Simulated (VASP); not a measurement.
# Zr6H3N7 in VASP: single point with PBE+D3(BJ)

Aim: the single point of Zr6H3N7 with PBE+D3(BJ).

Everything below comes from runs of VASP 6.6.1. Logs are shortened: lines on timing, memory, paths and dates and some standing lists are left out, and cuts for length are marked.

## 1. The cell of the first run

The cell holds a slab with vacuum, 32 atoms: a = 6.448 Å, b = 6.448 Å, c = 22.952 Å, α = 90.00°, β = 90.00°, γ = 90.00°.

## 2. Single point, PBE+D3(BJ)

INCAR

```
  PREC = Accurate
  ENCUT = 520
  EDIFF = 1E-6
  ISMEAR = 0
  SIGMA = 0.1
  LREAL = Auto
  LASPH = True
  NELM = 120
  ALGO = Normal
  ISIF = 2
  LWAVE = False
  LCHARG = False
  LDIPOL = True
  IDIPOL = 3
  DIPOL = 0.5 0.5 0.499
  GGA = PE
  IVDW = 12
  NBANDS = 132
  GGA_COMPAT = False
  NELMDL = -8
```

KPOINTS

```
Automatic mesh
0
Gamma
  3 3 1
```

POSCAR

```
Zr6H3N7
1.0
    6.4475937667      0.0000000000      0.0000000000
    0.0000000000      6.4475937667      0.0000000000
    0.0000000000      0.0000000000     22.9523372748
Zr N H
12 14 6
Direct
    0.2500000000      0.2500000000      0.3485483811
    0.2500000000      0.7500000000      0.3485483811
    0.7500000000      0.2500000000      0.3485483811
    0.7500000000      0.7500000000      0.3485483811
    0.5001482119      0.5015907239      0.4462291960
    0.5001585179     -0.0016112827      0.4462343141
    0.0001604924      0.5016080756      0.4462360216
    0.0001507328     -0.0015870236      0.4462320483
    0.7502662337      0.7504253932      0.5425618688
    0.7502781243      0.2508626976      0.5404132750
    0.2502518765      0.7495485144      0.5425640120
    0.2502882143      0.2491136687      0.5404093722
    0.5000000000      0.5000000000      0.3485483811
    0.5000000000      0.0000000000      0.3485483811
    0.0000000000      0.5000000000      0.3485483811
    0.0000000000      0.0000000000      0.3485483811
    0.7501184406      0.7497668241      0.4432986513
    0.7501361191      0.2501512753      0.4446148218
    0.2501184497      0.7502354966      0.4433010008
    0.2501366446      0.2498395278      0.4446148517
    0.0008432153      0.0011121488      0.5477257350
   -0.0001959709      0.4988990747      0.5477464013
    0.4998132001      0.0010680512      0.5477386178
    0.5008442044      0.4988788740      0.5477167048
    0.2543446531      0.6930497385      0.6477662237
    0.7540656622      0.8066416354      0.6477733562
    0.2562434506      0.8128901827      0.6771366310
    0.1294535614      0.5997374465      0.6567549364
    0.3830457427      0.6025164686      0.6545276900
    0.6290419000      0.8997517832      0.6567768809
    0.7560330199      0.6866153052      0.6770820253
    0.8826414024      0.8972805326      0.6546043599
```

Potentials or basis: VASP PAW PBE potentials, release 64 (Zr_sv, N, H).

Run with:

```console
> cat potpaw_PBE.64/Zr_sv/POTCAR potpaw_PBE.64/N/POTCAR potpaw_PBE.64/H/POTCAR > POTCAR
> mpirun -np 1 vasp_std > vasp.out
```

OUTCAR:

```text
PREC = Accurate
   ENCUT = 520
   EDIFF = 1E-6
   ISMEAR = 0
   LREAL = Auto
   LASPH = True
   NELM = 120
   ISIF = 2
   GGA = PE
   IVDW = 12
   NELMDL = -8
 IVDW          = 12

 ion  position               nearest neighbor table
   1  0.250  0.250  0.349-  20 2.20  14 2.28  15 2.28  16 2.28  13 2.28   8 3.20   7 3.20   5 3.20
                             6 3.20   3 3.22   2 3.22   2 3.22   3 3.22
   2  0.250  0.750  0.349-  19 2.17  14 2.28  15 2.28  16 2.28  13 2.28   7 3.19   8 3.19   5 3.19
                             6 3.19   4 3.22   1 3.22   1 3.22   4 3.22
   3  0.750  0.250  0.349-  18 2.20  14 2.28  15 2.28  16 2.28  13 2.28   5 3.20   6 3.20   8 3.20
                             7 3.20   4 3.22   1 3.22   4 3.22   1 3.22
   4  0.750  0.750  0.349-  17 2.17  14 2.28  15 2.28  16 2.28  13 2.28   6 3.19   5 3.19   8 3.19
                             7 3.19   3 3.22   2 3.22   3 3.22   2 3.22
   5  0.500  0.502  0.446-  13 2.24  17 2.27  19 2.27  18 2.29  20 2.29  24 2.33  10 3.14  12 3.15
                            11 3.17   9 3.17   4 3.19   2 3.19   3 3.20   1 3.20   6 3.20   7 3.22
   6  0.500  0.998  0.446-  14 2.24  19 2.27  17 2.27  20 2.29  18 2.29  23 2.33  12 3.14  10 3.15
                             9 3.17  11 3.17   4 3.19   2 3.19   3 3.20   5 3.20   1 3.20   8 3.22
   7  0.000  0.502  0.446-  15 2.24  17 2.27  19 2.27  18 2.29  20 2.29  22 2.33  10 3.14  12 3.15
                            11 3.17   9 3.17   2 3.19   4 3.19   1 3.20   8 3.20   3 3.20   5 3.22
   8  0.000  0.998  0.446-  16 2.24  19 2.27  17 2.27  20 2.29  18 2.29  21 2.33  12 3.14  10 3.15
                             9 3.17  11 3.17   2 3.19   4 3.19   1 3.20   3 3.20   7 3.20   6 3.22
   9  0.750  0.750  0.543-  17 2.28  24 2.29  22 2.29  23 2.29  21 2.29  26 2.44   8 3.17   6 3.17
                             7 3.17   5 3.17  10 3.22  11 3.22  11 3.22  10 3.23
  10  0.750  0.251  0.540-  18 2.20  24 2.27  22 2.27  23 2.29  21 2.29   7 3.14   5 3.14   8 3.15
                             6 3.15   9 3.22  12 3.22  12 3.22   9 3.23
  11  0.250  0.750  0.543-  19 2.28  21 2.29  23 2.29  22 2.29  24 2.29  25 2.44   5 3.17   7 3.17
                             6 3.17   8 3.17  12 3.22   9 3.22   9 3.22  12 3.23
  12  0.250  0.249  0.540-  20 2.20  21 2.27  23 2.27  22 2.29  24 2.29   6 3.14   8 3.14   5 3.15
                             7 3.15  11 3.22  10 3.22  10 3.22  11 3.23
  13  0.500  0.500  0.349-   5 2.24   2 2.28   3 2.28   4 2.28   1 2.28
  14  0.500  0.000  0.349-   6 2.24   2 2.28   3 2.28   4 2.28   1 2.28
  15  0.000  0.500  0.349-   7 2.24   2 2.28   3 2.28   4 2.28   1 2.28
  16  0.000  0.000  0.349-   8 2.24   2 2.28   3 2.28   4 2.28   1 2.28
  17  0.750  0.750  0.443-   4 2.17   5 2.27   7 2.27   6 2.27   8 2.27   9 2.28
  18  0.750  0.250  0.445-  10 2.20   3 2.20   5 2.29   7 2.29   6 2.29   8 2.29
  19  0.250  0.750  0.443-   2 2.17   8 2.27   6 2.27   7 2.27   5 2.27  11 2.28
  20  0.250  0.250  0.445-  12 2.20   1 2.20   8 2.29   6 2.29   7 2.29   5 2.29
  21  0.001  0.001  0.548-  12 2.27  11 2.29  10 2.29   9 2.29   8 2.33
  22  1.000  0.499  0.548-  10 2.27  12 2.29   9 2.29  11 2.29   7 2.33
  23  0.500  0.001  0.548-  12 2.27  10 2.29  11 2.29   9 2.29   6 2.33
  24  0.501  0.499  0.548-  10 2.27   9 2.29  12 2.29  11 2.29   5 2.33
  25  0.254  0.693  0.648-  27 1.03  28 1.03  29 1.03  11 2.44
  26  0.754  0.807  0.648-  31 1.03  30 1.03  32 1.03   9 2.44
  27  0.256  0.813  0.677-  25 1.03
  28  0.129  0.600  0.657-  25 1.03
  29  0.383  0.603  0.655-  25 1.03
  30  0.629  0.900  0.657-  26 1.03
  31  0.756  0.687  0.677-  26 1.03
  32  0.883  0.897  0.655-  26 1.03

  LATTYP: Found a simple tetragonal cell.
[... 207 lines left out ...]
 Gauss-broadening in eV      SIGMA  =   0.10
  energy-cutoff  :      520.00
  volume of cell :      954.16
 maximum number of plane-waves:     25729
   NGX = 23   NGY = 23   NGZ = 85

 dipolmoment           0.000000      0.000000      0.935754 electrons x Angstroem

 number of electron     219.9999984 magnetization

 dipolmoment           0.000000      0.000000     -0.085306 electrons x Angstroem

 Free energy of the ion-electron system (eV)
  ---------------------------------------------------
  ext. energy  EPLUGINS =         0.00000000
  ---------------------------------------------------
  free energy    TOTEN  =      -277.45596895 eV

  energy without entropy =     -277.42516573  energy(sigma->0) =     -277.44056734

 E-fermi :   2.4210     XC(G=0):  -5.2346

 val. band max:        2.3807474065   @ k =   0.3333   0.0000   0.0000
 cond. band min:       2.4878454059   @ k =   0.0000   0.3333   0.0000
 fundamental gap:      0.1070979994
 Fermi energy:         2.4209810461

 k-point     1 :       0.0000    0.0000    0.0000
  band No.  band energies     occupation
      1     -47.4764      2.00000
      2     -47.4217      2.00000
      3     -47.4102      2.00000
      4     -47.3621      2.00000
      5     -47.2635      2.00000
      6     -47.2035      2.00000
[... 614 lines left out ...]
    121       3.8592      0.00000
    122       3.8655      0.00000
 [bands above 122 left out]

------------------------ aborting loop because EDIFF is reached ----------------------------------------

 vacuum level on the upper side and lower side of the slab       (xc-potential included)        -0.492        -0.124

 Edisp (eV)   -7.57901

 E8    (eV) :    -3.4776

  FORCE on cell =-STRESS in cart. coord.  units (eV):
  Direction    XX          YY          ZZ          XY          YZ          ZX
  --------------------------------------------------------------------------------------
  -------------------------------------------------------------------------------------
  Total     -14.93739   -14.99983     0.00411     0.00187     0.00361    -0.09201
  in kB     -25.08205   -25.18690     0.00689     0.00315     0.00606    -0.15449
  external pressure =      -16.75 kB  Pullay stress =        0.00 kB

 VOLUME and BASIS-vectors are now :
 -----------------------------------------------------------------------------
  energy-cutoff  :      520.00
  volume of cell :      954.16
      direct lattice vectors                 reciprocal lattice vectors
     6.447593767  0.000000000  0.000000000     0.155096620  0.000000000  0.000000000
     0.000000000  6.447593767  0.000000000     0.000000000  0.155096620  0.000000000
     0.000000000  0.000000000 22.952337275     0.000000000  0.000000000  0.043568548

 POSITION                                       TOTAL-FORCE (eV/Angst)
 -----------------------------------------------------------------------------------
      1.61190      1.61190      8.00000         0.001154      0.005641      1.391929
      1.61190      4.83570      8.00000         0.002233     -0.008696      1.287321
      4.83570      1.61190      8.00000         0.001083     -0.005537      1.391864
      4.83570      4.83570      8.00000         0.002136      0.008819      1.287126
      3.22475      3.23405     10.24200        -0.002837     -0.001860      0.000328
      3.22482      6.43720     10.24212         0.001234      0.001003     -0.000320
[... 24 lines left out ...]
      4.87459      4.42702     15.54062        -0.001838     -0.007717     -0.013516
      5.69091      5.78530     15.02470         0.005092     -0.000183     -0.013383
 -----------------------------------------------------------------------------------
    total drift:                                0.000294      0.000045     -0.005279

  FREE ENERGIE OF THE ION-ELECTRON SYSTEM (eV)
  ---------------------------------------------------
  free  energy   TOTEN  =      -285.0349769691 eV

  energy  without entropy=     -285.0041737472  energy(sigma->0) =     -285.01957536

 vacuum level on the upper side and lower side of the slab         4.175         4.548
```

Run time: 37 min. Hardware: 1 thread of Intel Xeon Platinum 8259CL at 2.50GHz (Skylake/Cascade Lake), shared host; peak memory 1 GiB.

What came out:

```yaml
Free_energy: -285.0350 eV
Largest_force: 1.392 eV/Å
Band_gap_on_the_k_mesh: 0.11 eV (least direct gap 0.11 eV)
Dispersion_energy_per_atom: -0.237 eV
```

Forces on the atoms (eV/Å):
```
Zr   0.001  0.006  1.392
Zr   0.002 -0.009  1.287
Zr   0.001 -0.006  1.392
Zr   0.002  0.009  1.287
Zr  -0.003 -0.002  0.000
Zr   0.001  0.001  0.000
Zr   0.001 -0.001 -0.001
Zr  -0.003  0.001  0.000
Zr   0.000  0.002  0.021
Zr   0.001 -0.002  0.014
Zr   0.002 -0.002  0.020
Zr  -0.001  0.001  0.015
N   -0.005 -0.027 -1.367
N    0.008  0.028 -1.367
N    0.008 -0.028 -1.367
N   -0.005  0.027 -1.367
N    0.001  0.001 -0.001
N    0.000 -0.001 -0.001
N    0.001 -0.001 -0.001
N    0.000  0.002 -0.001
N    0.001  0.001  0.010
N    0.000  0.000  0.010
N   -0.001  0.001  0.010
N    0.001 -0.002  0.010
N   -0.003 -0.009  0.046
N   -0.001  0.010  0.044
H   -0.003  0.007 -0.015
H   -0.008  0.003 -0.015
H    0.004  0.000 -0.014
H   -0.007 -0.002 -0.015
H   -0.002 -0.008 -0.014
H    0.005  0.000 -0.013
```

Caveat: semilocal functionals underestimate gaps, and a narrow one can read as zero.
